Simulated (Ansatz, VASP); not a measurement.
SnO2 in VASP and in Ansatz

```xyz
6
Lattice="4.7290 0.0000 0.0000 0.0000 4.7290 0.0000 0.0000 0.0000 3.3746" Properties=species:S:1:pos:R:3 pbc="T T T"
Sn    2.3645    2.3645    1.6873
Sn    0.0000    0.0000    0.0000
O     1.5883    1.5886    0.0000
O     3.9528    0.7759    1.6873
O     0.7762    3.9531    1.6873
O     3.1407    3.1404    0.0000
```

Alike in both runs: task single point; functional PBE; k mesh 6 × 6 × 8; occupations gaussian, width 0.05 eV; no spin polarisation.

|  | VASP | Ansatz |
| --- | --- | --- |
| version | VASP 6.6.1 | Ansatz 0.2.0 |
| potentials or method | VASP PAW PBE potentials, release 64 (Sn_d, O), cutoff 520 eV | scalar-relativistic, plane waves, PAW |
| valence electrons in the cell | 52 | 52 |

```tsv
	VASP	Ansatz	Ansatz less VASP
gap on the k mesh at the Fermi level (eV)	0.59	0.61	+0.012
least direct gap on the mesh (eV)	0.59	0.61	+0.012
pressure (GPa)	9.7	9.1	-0.67
traceless stress, the component that is largest in VASP (GPa)	-2.20	-2.91	-0.702
rms of the force components (eV/Å)	2.324	2.300	-0.0247
```

Atom by atom the forces differ by 0.025 eV/Å (rms over components).
